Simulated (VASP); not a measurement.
# La (P6_3/mmc) in VASP: a series of runs

La is run at these levels: RPBE+D3(BJ), RPBE+D4, RPBE; tasks: single point, relaxation of cell and atoms.

Program: VASP 6.6.1. These are calculated values, not measurements. Logs are shortened: lines on timing, memory, paths and dates and some standing lists are left out, and cuts for length are marked.

## Step 1: The cell of the first run

Symmetry: P6_3/mmc, No. 194, hexagonal system. Conventional cell: a = 2.925 Å, b = 2.925 Å, c = 4.959 Å, α = 90.00°, β = 90.00°, γ = 120.00°. Within 3.9 Å of La (site symmetry -6m2) lie 12 La at 2.92 to 3.00 Å.

## Step 2: Single point, RPBE+D3(BJ)

File INCAR:

```
SYSTEM = La
  PREC = Accurate
  ENCUT = 520
  EDIFF = 1E-7
  ISMEAR = -1
  SIGMA = 0.05
  LREAL = .FALSE.
  LASPH = .TRUE.
  NELM = 100
  ALGO = Normal
  ISIF = 2
  LWAVE = .FALSE.
  LCHARG = .TRUE.
  GGA = RP
  IVDW = 12
  LELF = .TRUE.
  LVHAR = .TRUE.
  NBANDS = 18
```

File KPOINTS:

```
Automatic mesh
0
G
  8 8 5
  0 0 0
```

File POSCAR:

```
La
1.0
    2.9246281954      0.0000000000      0.0000000000
   -1.4623140977      2.5328023138      0.0000000000
    0.0000000000      0.0000000000      4.9594710115
La
2
Direct
    0.6666666667      0.3333333333      0.7500000000
    0.3333333333      0.6666666667      0.2500000000
```

Potentials or basis: VASP PAW PBE potentials, release 64 (La).

Command:

```
cat potpaw_PBE.64/La/POTCAR > POTCAR
mpirun -np 1 vasp_std > vasp.out
```

OUTCAR:

```text
SYSTEM = La
   PREC = Accurate
   ENCUT = 520
   EDIFF = 1E-7
   ISMEAR = -1
   LREAL = .FALSE.
   LASPH = .TRUE.
   NELM = 100
   ISIF = 2
   GGA = RP
   IVDW = 12
 IVDW          = 12

 ion  position               nearest neighbor table
   1  0.667  0.333  0.750-   2 3.00   2 3.00   2 3.00   2 3.00   2 3.00   2 3.00
   2  0.333  0.667  0.250-   1 3.00   1 3.00   1 3.00   1 3.00   1 3.00   1 3.00

  LATTYP: Found a hexagonal cell.
 ALAT       =     2.9246281954
 C/A-ratio  =     1.6957611977

  Lattice vectors:

 A1 = (   2.9246281954,   0.0000000000,   0.0000000000)
 A2 = (  -1.4623140977,   2.5328023138,   0.0000000000)
 A3 = (   0.0000000000,   0.0000000000,   4.9594710115)

Analysis of symmetry for initial positions (statically):
=====================================================================
 Subroutine PRICEL returns:
 Original cell was already a primitive cell.

 Routine SETGRP: Setting up the symmetry group for a
 hexagonal supercell.

 Subroutine GETGRP returns: Found 24 space group operations
 (whereof 12 operations were pure point group operations)
 out of a pool of 24 trial point group operations.

The static configuration has the point symmetry D_3d.
 The point group associated with its full space group is D_6h.

Analysis of symmetry for dynamics (positions and initial velocities):
=====================================================================
 Subroutine PRICEL returns:
 Original cell was already a primitive cell.

 Routine SETGRP: Setting up the symmetry group for a
 hexagonal supercell.

 Subroutine GETGRP returns: Found 24 space group operations
 (whereof 12 operations were pure point group operations)
 out of a pool of 24 trial point group operations.

The dynamic configuration has the point symmetry D_3d.
 The point group associated with its full space group is D_6h.

 Subroutine INISYM returns: Found 24 space group operations
 (whereof 12 operations are pure point group operations),
 and found     1 'primitive' translations

----------------------------------------------------------------------------------------

                                     Primitive cell

  volume of cell :      36.7373

  direct lattice vectors                    reciprocal lattice vectors
     2.924628195  0.000000000  0.000000000     0.341923805  0.197409801  0.000000000
    -1.462314098  2.532802314  0.000000000     0.000000000  0.394819601  0.000000000
     0.000000000  0.000000000  4.959471011     0.000000000  0.000000000  0.201634408

  length of vectors
     2.924628195  2.924628195  4.959471011     0.394819601  0.394819601  0.201634408
[... 81 lines left out ...]
   EDIFF  = 0.1E-06   stopping-criterion for ELM
   LREAL  =      F    real-space projection
   EDIFFG = 0.1E-05   stopping-criterion for IOM
   NSW    =      0    number of steps for IOM
   IBRION =     -1    ionic relax: 0-MD 1-quasi-New 2-CG
   NFREE  =      0    steps in history (QN), initial steepest desc. (CG)
   ISIF   =      2    stress and relaxation
   ISYM   =      2    0-nonsym 1-usesym 2-fastsym
   POTIM  = 0.5000    time-step for ionic-motion
   TEBEG  =    0.0;   TEEND  =   0.0 temperature during run
   PSTRESS=    0.0 pullay stress
   NELECT =      22.0000    total number of electrons
   NUPDOWN=      -1.0000    fix difference up-down
   EMIN   =  10.00;   EMAX   =-10.00  energy-range for DOS
   EFERMI =   0.00;   METHOD = LEGACY
   ISMEAR =    -1;   SIGMA  =   0.05  broadening in eV -4-tet -1-fermi 0-gaus
   EFERMI_NEDOS =   21; number of points for ismear=-14 and -15
   IALGO  =     38    algorithm
   IMIX   =      4    mixing-type and parameters
     AMIX     =   0.40;   BMIX     =  1.00
     AMIX_MAG =   1.60;   BMIX_MAG =  1.00
  volume/ion in A,a.u.               =      18.37       123.96
  Fermi-wavevector in a.u.,A,eV,Ry     =   1.379897  2.607627 25.907061  1.904115
  Thomas-Fermi vector in A             =   2.504824
   LORBIT       =      0    0 simple, 1 ext, 2 COOP (PROOUT), +10 PAW based schemes
   GGA     = RP    functional components
   LHFCALC =     F    Hartree Fock is set to
   AEXX    =    0.0000 exact exchange contribution
   IVDW    =    12    specifies the selected vdW correction
   LEPSILON=     F    determine dielectric tensor
   LRPA    =     F    only Hartree local field effects (RPA)
 non-spin polarized calculation
  energy-cutoff  :      520.00
  volume of cell :       36.74
 maximum number of plane-waves:      1015
 NGX is ok and might be reduce to    24
   NGX = 11   NGY = 11   NGZ = 19

 number of electron      22.0000002 magnetization

 Free energy of the ion-electron system (eV)
  ---------------------------------------------------
  ext. energy  EPLUGINS =         0.00000000
  ---------------------------------------------------
  free energy    TOTEN  =        -4.86873262 eV

  energy without entropy =       -4.84438566  energy(sigma->0) =       -4.85655914

 E-fermi :  17.3788     XC(G=0): -12.7926

 val. band max:       17.3754207919   @ k =   0.1250  -0.0000   0.2000
 cond. band min:      17.3903717526   @ k =   0.3750   0.2500   0.4000
 fundamental gap:      0.0149509607
 Fermi energy:        17.3787974598

 k-point     1 :       0.0000    0.0000    0.0000
  band No.  band energies     occupation
      1     -16.7130      2.00000
      2     -14.8653      2.00000
      3      -2.9286      2.00000
      4       3.8225      2.00000
      5       3.8225      2.00000
      6       4.2345      2.00000
[... 481 lines left out ...]
      5       1.4179      2.00000
      6       2.5594      2.00000
[... 10 lines left out ...]
     17      20.4698      0.00000
     18      20.7446      0.00000

 [... further k-points ...]

------------------------ aborting loop because EDIFF is reached ----------------------------------------

 Edisp (eV)  -14.83586

 E6    (eV) :    -3.1530

 E8    (eV) :   -11.6828

  FORCE on cell =-STRESS in cart. coord.  units (eV):
  Direction    XX          YY          ZZ          XY          YZ          ZX
  --------------------------------------------------------------------------------------
  -------------------------------------------------------------------------------------
  Total       0.07436     0.07436    -0.00458    -0.00000     0.00000     0.00000
  in kB       3.24299     3.24299    -0.19991    -0.00000     0.00000     0.00000
  external pressure =        2.10 kB  Pullay stress =        0.00 kB

 VOLUME and BASIS-vectors are now :
 -----------------------------------------------------------------------------
  energy-cutoff  :      520.00
  volume of cell :       36.74
      direct lattice vectors                 reciprocal lattice vectors
     2.924628195  0.000000000  0.000000000     0.341923805  0.197409801  0.000000000
    -1.462314098  2.532802314  0.000000000     0.000000000  0.394819601  0.000000000
     0.000000000  0.000000000  4.959471011     0.000000000  0.000000000  0.201634408

 POSITION                                       TOTAL-FORCE (eV/Angst)
 -----------------------------------------------------------------------------------
      1.46231      0.84427      3.71960        -0.000000      0.000000      0.000000
     -0.00000      1.68853      1.23987         0.000000     -0.000000      0.000000
 -----------------------------------------------------------------------------------
    total drift:                               -0.000000      0.000000     -0.000000

  FREE ENERGIE OF THE ION-ELECTRON SYSTEM (eV)
  ---------------------------------------------------
  free  energy   TOTEN  =       -19.7045936590 eV

  energy  without entropy=      -19.6802467061  energy(sigma->0) =      -19.69242018
```

stdout:

```text
POSCAR found type information on POSCAR La
 POSCAR found :  1 types and       2 ions
 scaLAPACK will be used
 -----------------------------------------------------------------------------
|                                                                             |
|                                                                             |
|     You enforced a specific xc type in the INCAR file but a different       |
|     I HOPE YOU KNOW WHAT YOU ARE DOING!                                     |
|                                                                             |
 -----------------------------------------------------------------------------

 LDA part: xc-table for (Slater+PW92), standard interpolation
 POSCAR, INCAR and KPOINTS ok, starting setup
 FFT: planning ... GRIDC
 FFT: planning ... GRID_SOFT
 FFT: planning ... GRID
 WAVECAR not read
 entering main loop
```

Run time: 13 s. Hardware: 1 thread of Intel Xeon 6975P-C (Granite Rapids), shared host; peak memory 0.18 GiB.

Results:

* Free energy: -19.7046 eV
* Pressure: 0.2 GPa
* Band gap on the k mesh: zero (bands 11 and 12 overlap by 2.91 eV)
* Dispersion energy per atom: -7.418 eV

Stress tensor (GPa, compression positive):
```
 0.32  0.00  0.00
 0.00  0.32  0.00
 0.00  0.00 -0.02
```

Levels at points of the mesh, in eV from the Fermi level:
```tsv
k point	band 9	band 10	band 11	band 12	band 13	band 14
(0.00, 0.00, 0.00)	-2.12	0.06	0.09	1.44	1.48	1.48
(0.50, 0.00, 0.00)	-4.27	-2.87	-1.38	1.28	1.39	2.01
```

Caveat: the dispersion term is far too large for a dense solid, which distorts pressure and volume; the PAW data sets were made with another functional, which shifts forces and pressure a little; spin-orbit coupling is left out, which moves the levels of the heavy elements.

[end of part 1 of 2]

The gap in the log of VASP goes by the Fermi energy; the results here count the filled bands.